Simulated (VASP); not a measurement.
Here is a VASP 6.6.1 calculation.

INCAR

```
ALGO     = Normal         # electronic algorithm
EDIFF    = 1E-6           # SCF threshold, eV
ENCUT    = 520            # plane-wave cutoff, eV
GGA      = PE             # functional
ISIF     = 2              # what is computed and relaxed
ISMEAR   = 0              # smearing method
LASPH    = True           # aspherical terms in the spheres
LCHARG   = False          # write CHGCAR
LREAL    = False          # projectors in reciprocal space
LWAVE    = False          # write WAVECAR
NBANDS   = 20             # bands
NELM     = 60             # most SCF steps
PREC     = Accurate       # precision mode
SIGMA    = 0.1            # smearing width, eV
```

Contents of KPOINTS:

```
k-points
0
Gamma
  6 6 6
```

File POSCAR:

```
NaB5
1.0
    4.4420188500      0.0000000000      0.0000000000
   -2.2210094200      3.8469011600      0.0000000000
    0.0000000000      0.0000000000      3.7101789500
Na B
1 5
Direct
    0.0000000000      0.0000000000      0.0000000000
    0.3333333300      0.6666666700      0.0000000000
    0.6666666700      0.3333333300      0.0000000000
    0.5000000000      0.0000000000      0.5000000000
    0.5000000000      0.5000000000      0.5000000000
    0.0000000000      0.5000000000      0.5000000000
```

Potentials or basis: VASP PAW PBE potentials, release 64 (Na_pv, B).

Command:

```bash
$ cat potpaw_PBE.64/Na_pv/POTCAR potpaw_PBE.64/B/POTCAR > POTCAR
$ mpirun -np 1 vasp_std > vasp.out
```

(1) What does it give for the pressure?

(2) What does it give for the band gap on the k mesh?

Results:

(1) -28.3 GPa.

(2) zero (band 11 reaches 4.99 eV, above the bottom of band 12 at 2.59 eV).
